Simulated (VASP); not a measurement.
Here is a VASP 6.6.1 calculation.

The input INCAR:

```
ALGO = Normal ; EDIFF = 1E-6
ENCUT = 520 ; GGA = PS
ISIF = 2 ; ISMEAR = 0
LASPH = T ; LCHARG = F
LREAL = F ; LWAVE = F
NBANDS = 26 ; NELM = 60
PREC = Accurate ; SIGMA = 0.1
```

KPOINTS

```
k-points
0
Gamma
  15 15 10
```

POSCAR

```
WC
1.0
    3.1625765235      0.0000000000      0.0000000000
   -1.5812882617      2.7388716107      0.0000000000
    0.0000000000      0.0000000000      4.8465024545
W C
2 2
Direct
    0.6666666700      0.3333333300      0.7500000000
    0.3333333300      0.6666666700      0.2500000000
    0.0000000000      0.0000000000      0.0000000000
    0.0000000000      0.0000000000      0.5000000000
```

Potentials or basis: VASP PAW PBE potentials, release 64 (W_sv, C).

The run is started by

```bash
$ cat potpaw_PBE.64/W_sv/POTCAR potpaw_PBE.64/C/POTCAR > POTCAR
$ mpirun -np 1 vasp_std > vasp.out
```

Question: What does it give for the band gap on the k mesh?

Answer: Zero (band 18 reaches 13.33 eV, above the bottom of band 19 at 10.33 eV).

Question: What does it give for the pressure?

Answer: -7.9 GPa.

Stress tensor (GPa, compression positive):
```
-29.23   0.00   0.00
  0.00 -29.23   0.00
  0.00   0.00  34.85
```

Caveat: the cell differs from its parent crystal (Hf replaced by W, lengths x 0.969, strained); the PAW data sets were made with another functional, which shifts forces and pressure a little; spin-orbit coupling is left out, which moves the levels of the heavy elements.
